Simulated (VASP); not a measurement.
# Cr (Im-3m) in VASP: notebook, part 2 of 2

VASP 6.6.1. Earlier steps stand in the parts before.

## Step 3: Single point, PBE

Input file INCAR:

```
SYSTEM = Cr
PREC = Accurate
ENCUT = 500
EDIFF = 1E-6
ISMEAR = -1
SIGMA = 0.1
LREAL = .FALSE.
LASPH = .TRUE.
NELM = 120
ALGO = Normal
ISIF = 2
LWAVE = .FALSE.
LCHARG = .TRUE.
GGA = PE
LELF = .TRUE.
LVHAR = .TRUE.
NBANDS = 12
GGA_COMPAT = .FALSE.
```

Input file KPOINTS:

```
Automatic mesh
0
G
  2 2 2
  0 0 0
```

Input file POSCAR:

```
Cr
1.0
   -1.4243177237      1.4243177237      1.4243177237
    1.4243177237     -1.4243177237      1.4243177237
    1.4243177237      1.4243177237     -1.4243177237
Cr
1
Direct
    0.0000000000      0.0000000000      0.0000000000
```

Potentials or basis: VASP PAW PBE potentials, release 64 (Cr_pv).

On the command line:

```
$ cat potpaw_PBE.64/Cr_pv/POTCAR > POTCAR
$ mpirun -np 1 vasp_std > vasp.out
```

OUTCAR:

```text
SYSTEM = Cr
   PREC = Accurate
   ENCUT = 500
   EDIFF = 1E-6
   ISMEAR = -1
   LREAL = .FALSE.
   LASPH = .TRUE.
   NELM = 120
   ISIF = 2
   GGA = PE

 ion  position               nearest neighbor table
   1  0.000  0.000  0.000-

  LATTYP: Found a body centered cubic cell.
 ALAT       =     2.8486354474

  Lattice vectors:

 A1 = (  -1.4243177237,   1.4243177237,   1.4243177237)
 A2 = (   1.4243177237,  -1.4243177237,   1.4243177237)
[... 200 lines left out ...]
     10      21.5649      0.00000
     11      21.5649      0.00000
     12      21.5649      0.00000

------------------------ aborting loop because EDIFF is reached ----------------------------------------

  FORCE on cell =-STRESS in cart. coord.  units (eV):
  Direction    XX          YY          ZZ          XY          YZ          ZX
  --------------------------------------------------------------------------------------
  -------------------------------------------------------------------------------------
  Total        0.7035789      0.7035789      0.7035789      0.0000000      0.0000000     -0.0000000
  in kB       97.5310238     97.5310238     97.5310238      0.0000000      0.0000000     -0.0000000
  external PRESSURE =      97.5310238 kB  Pullay stress =       0.0000000 kB

 VOLUME and BASIS-vectors are now :
 -----------------------------------------------------------------------------
  energy-cutoff  :      500.00
  volume of cell :       11.56
      direct lattice vectors                 reciprocal lattice vectors
    -1.424317724  1.424317724  1.424317724     0.000000000  0.351045270  0.351045270
     1.424317724 -1.424317724  1.424317724     0.351045270  0.000000000  0.351045270
     1.424317724  1.424317724 -1.424317724     0.351045270  0.351045270  0.000000000

 POSITION                                       TOTAL-FORCE (eV/Angst)
 -----------------------------------------------------------------------------------
      0.00000      0.00000      0.00000        -0.000000     -0.000000      0.000000
 -----------------------------------------------------------------------------------
    total drift:                                0.000000      0.000000      0.000000

  FREE ENERGIE OF THE ION-ELECTRON SYSTEM (eV)
  ---------------------------------------------------
  free  energy   TOTEN  =        -8.3316909207 eV

  energy  without entropy=       -8.0888024240  energy(sigma->0) =       -8.21024667
```

Wall time 2.2 s (1 thread of Intel Xeon 6975P-C (Granite Rapids), shared host); peak memory 0.11 GiB.

What came out:

```yaml
Free_energy: -8.3317 eV
Pressure: 9.8 GPa
Band_gap_on_the_k_mesh: zero (band 6 reaches 13.48 eV, above the bottom of band 7 at 10.11 eV)
```

Levels at points of the mesh, in eV from the Fermi level:
```csv
k point,band 3,band 4,band 5,band 6,band 7,band 8,band 9,band 10
"(0.00, 0.00, 0.00)",-43.78,-8.99,-1.99,-1.99,-1.99,0.07,0.07,6.10
"(0.50, 0.00, 0.00)",-43.79,-5.53,-3.54,-0.02,0.07,0.41,1.77,6.09
"(0.50, 0.50, 0.50)",-44.41,-5.40,-5.40,1.38,1.38,1.38,6.10,9.47
```

Caveat: the k points lie up to 1.56 Å⁻¹ apart; the run has no spin polarisation, though such a crystal can be magnetic.

## Step 4: Single point, PBE

Input file INCAR:

```
SYSTEM = Cr
ALGO     = Normal         ! electronic algorithm
EDIFF    = 1E-6           ! SCF threshold, eV
ENCUT    = 500            ! plane-wave cutoff, eV
GGA      = PE             ! functional
GGA_COMPAT= .False.      
ISIF     = 2              ! what is computed and relaxed
ISMEAR   = -1             ! smearing method
LASPH    = .True.         ! aspherical terms in the spheres
LCHARG   = .False.        ! write CHGCAR
LREAL    = .False.        ! projectors in reciprocal space
LWAVE    = .False.        ! write WAVECAR
NBANDS   = 12             ! bands
NELM     = 120            ! most SCF steps
PREC     = Accurate       ! precision mode
SIGMA    = 0.1            ! smearing width, eV
```

Input file KPOINTS:

```
k-points
0
Gamma
  4 4 4
  0 0 0
```

POSCAR is that of step 3.

On the command line:

```
$ cat potpaw_PBE.64/Cr_pv/POTCAR > POTCAR
$ mpirun -np 1 vasp_std > vasp.out
```

Run time: 1.8 s. Hardware: 1 thread of Intel Xeon 6975P-C (Granite Rapids), shared host; peak memory 0.11 GiB.

The run converged. Its results:

```yaml
Free_energy: -9.4831 eV
Pressure: -1.6 GPa
Band_gap_on_the_k_mesh: zero (band 6 reaches 13.55 eV, above the bottom of band 7 at 10.17 eV)
```

Levels at points of the mesh, in eV from the Fermi level:
```tsv
k point	band 4	band 5	band 6	band 7	band 8	band 9
(0.00, 0.00, 0.00)	-7.96	-0.91	-0.91	-0.91	1.16	1.16
(0.50, 0.00, 0.00)	-4.48	-2.47	1.01	1.16	1.50	2.87
(0.50, 0.50, 0.50)	-4.35	-4.35	2.47	2.47	2.47	7.22
```

Caveat: the k points lie up to 0.78 Å⁻¹ apart; the run has no spin polarisation, though such a crystal can be magnetic.

## Step 5: Single point, PBE

Input file INCAR:

```
SYSTEM = Cr
PREC = Accurate ; ENCUT = 500
EDIFF = 1E-6 ; ISMEAR = -1
SIGMA = 0.1 ; LREAL = .False.
LASPH = .True. ; NELM = 120
ALGO = Normal ; ISIF = 2
LWAVE = .False. ; LCHARG = .True.
GGA = PE ; LELF = .True.
LVHAR = .True. ; NBANDS = 12
GGA_COMPAT = .False.
```

Input file KPOINTS:

```
regular mesh
0
Gamma
  5 5 5
  0 0 0
```

POSCAR is that of step 4.

On the command line:

```
$ cat potpaw_PBE.64/Cr_pv/POTCAR > POTCAR
$ mpirun -np 1 vasp_std > vasp.out
```

Wall time 2.2 s (1 thread of Intel Xeon 6975P-C (Granite Rapids), shared host); peak memory 0.11 GiB.

It converged, with:

- Free energy: -9.5293 eV
- Pressure: -1.2 GPa
- Band gap on the k mesh: zero (band 6 reaches 12.49 eV, above the bottom of band 7 at 10.07 eV)

Levels at points of the mesh, in eV from the Fermi level:
```csv
k point,band 4,band 5,band 6,band 7,band 8,band 9
"(0.00, 0.00, 0.00)",-7.90,-0.94,-0.94,-0.94,1.11,1.11
```

Caveat: the k points lie up to 0.62 Å⁻¹ apart; the run has no spin polarisation, though such a crystal can be magnetic.

## Step 6: Summary

| k mesh | gap on the mesh (eV) | pressure (GPa) |
| --- | --- | --- |
| 2 × 2 × 2 | none | 9.8 |
| 4 × 4 × 4 | none | -1.6 |
| 5 × 5 × 5 | none | -1.2 |

Alike in all rows: task single point; level PBE; potentials or basis VASP PAW PBE potentials, release 64 (Cr_pv); no spin polarisation; cell as given; cutoff (eV) 500; smearing fermi-dirac 0.1 eV.

Caveats: all runs use coarse meshes; the run has no spin polarisation, though such a crystal can be magnetic.

Absolute energies hang on the potentials; compare differences alone.
